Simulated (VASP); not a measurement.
YTaP:

```
Y Ta P
1.0
     3.58680    0.00000    0.00000
     0.00000    3.58680    0.00000
     0.00000    0.00000    9.08050
Y Ta P
2 2 2
Cartesian
  0.0000 1.7934 8.1725
  1.7934 0.0000 0.9081
  0.0000 1.7934 3.0420
  1.7934 0.0000 6.0385
  0.0000 1.7934 5.6027
  1.7934 0.0000 3.4778
```

Program: VASP 6.6.1. Alike in all runs: task single point; no spin polarisation; cell as given; k mesh 5 × 5 × 2; cutoff (eV) 520; smearing gaussian 0.0157 eV.

Order these runs on this cell by their pressure, lowest first.
A. level r2SCAN; potentials or basis VASP PAW PBE potentials, release 64 (Y_sv, Ta_pv, P)
B. level r2SCAN+U; potentials or basis VASP PAW PBE potentials, release 64 (Y_sv, Ta_pv, P); U Y d U = 1.0 eV
C. level LDA; potentials or basis VASP PAW LDA potentials, release 64 (Y_sv, Ta_pv, P)
D. level r2SCAN+U; potentials or basis VASP PAW PBE potentials, release 64 (Y_sv, Ta_pv, P); U Y d U = 5.0 eV

C (-1.8 GPa), A (5.7 GPa), B (7.4 GPa), D (14.4 GPa).

Caveats: the cell stands under pressure (at least some runs); the PAW data sets were made with another functional, which shifts forces and pressure a little (at least some runs); U without spin polarisation on a metal has little footing (at least some runs); the U is typed as a test and isn't derived for this compound (at least some runs).
